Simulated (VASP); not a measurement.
Here is a VASP 6.6.1 calculation.

Contents of INCAR:

```
SYSTEM = MgO
ALGO = Normal
EDIFF = 1E-6
ENCUT = 600
GGA = PE
GGA_COMPAT = .FALSE.
ISIF = 2
ISMEAR = 0
LASPH = .TRUE.
LCHARG = .TRUE.
LELF = .TRUE.
LREAL = .FALSE.
LVHAR = .TRUE.
LWAVE = .FALSE.
NBANDS = 11
NELM = 120
PREC = Accurate
SIGMA = 0.02
```

Contents of KPOINTS:

```
k-points
0
G
  10 10 10
  0 0 0
```

Contents of POSCAR:

```
MgO
1.0
    0.0000000000      2.1889858130      2.1889858130
    2.1889858130      0.0000000000      2.1889858130
    2.1889858130      2.1889858130      0.0000000000
Mg O
1 1
Direct
    0.0000000000      0.0000000000      0.0000000000
    0.5000000000      0.5000000000      0.5000000000
```

Potentials or basis: VASP PAW PBE potentials, release 64 (Mg, O).

Launch:

```sh
$ cat potpaw_PBE.64/Mg/POTCAR potpaw_PBE.64/O/POTCAR > POTCAR
$ mpirun -np 1 vasp_std > vasp.out
```

Q: Predict the pressure.

A: -11.7 GPa.

Q: Estimate the band gap on the k mesh.

A: 3.68 eV, direct.
